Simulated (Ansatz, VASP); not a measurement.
**One calculation of LiMg3Cl6, two programs**

```
Li Mg Cl
1.0
     6.39251    0.00000    0.00000
    -3.19626    5.53608    0.00000
     0.00000    0.00000    6.78602
Li Mg Cl
1 3 6
Cartesian
  0.0000 0.0000 0.0000
  0.0000 3.6907 0.0000
  3.1963 1.8454 0.0000
  0.0000 0.0000 3.3930
  2.1567 0.0000 1.4024
  -1.0783 1.8677 1.4024
  2.1179 3.6684 1.4024
  -2.1179 3.6684 5.3836
  4.2358 0.0000 5.3836
  1.0783 1.8677 5.3836
```

Alike in both runs: functional PBE; k mesh 6 × 6 × 6; occupations gaussian, width 0.1 eV; no spin polarisation.

Ansatz relaxed the structure, and its values are those at the end. VASP's run is a single point on that final structure, the one shown.

|  | VASP | Ansatz |
| --- | --- | --- |
| version | VASP 6.6.1 | Ansatz 0.2.0 |
| potentials or method | VASP PAW PBE potentials, release 64 (Li_sv, Mg, Cl), cutoff 520 eV | scalar-relativistic, plane waves, PAW |
| valence electrons in the cell | 51 | 75 |

```tsv
	VASP	Ansatz	Ansatz less VASP
gap on the k mesh at the Fermi level (eV)	none	none	-
rms of the force components (eV/Å)	0.006	0.001	-0.0052
```

A gap of «none» marks a metal or a gap that the smearing closes. VASP's potentials hold 51 valence electrons a cell and Ansatz's 75, so a difference there can come from the potentials and not from the codes.

Noted on VASP's run: the cutoff is short for stress, so the pressure is rough.
